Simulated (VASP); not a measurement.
Runs of VASP 6.6.1 on LaH3. The structure is that of space group Fm-3m (No. 225), or close to it. The cells are those of the table. 

```tsv
task	level	cell	gap on the mesh (eV)	pressure (GPa)	relaxed volume (Å³/atom)
single point	PBEsol	a = 3.890 Å, angles 60.0°, 4 atoms	none	-0.3	-
single point	PBEsol+D3(BJ)	a = 3.846 Å, angles 60.0°, 4 atoms	none	-0.3	-
relaxation of cell and atoms	BLYP+D3(BJ)	relaxed from a = 3.941 Å, angles 60.0°, 4 atoms	0.22	0.0	(a)
relaxation of cell and atoms	PBEsol+D3(BJ)	relaxed from a = 3.941 Å, angles 60.0°, 4 atoms	none	-0.1	10.04
single point	BLYP+D3(BJ)	a = 3.896 Å, angles 60.0°, 4 atoms	(b)	-0.4	-
relaxation of cell and atoms	PBEsol	relaxed from a = 3.941 Å, angles 60.0°, 4 atoms	none	0.0	10.38
```

Alike in all rows: potentials or basis VASP PAW PBE potentials, release 64 (La, H); no spin polarisation; k mesh 7 × 7 × 7; cutoff (eV) 500; smearing fermi-dirac 0.05 eV.

Question: Fill in the values left out.

Answer: (a) 10.41; (b) 0.23.

Caveats: the PAW data sets were made with another functional, which shifts forces and pressure a little; spin-orbit coupling is left out, which moves the levels of the heavy elements; an odd mesh through Γ misses points on the zone boundary, where band edges can lie (at least some runs).

A k mesh can miss the band edges, and the runs leave out spin-orbit coupling on La.

A gap of «none» marks levels without a gap at the run's occupations.
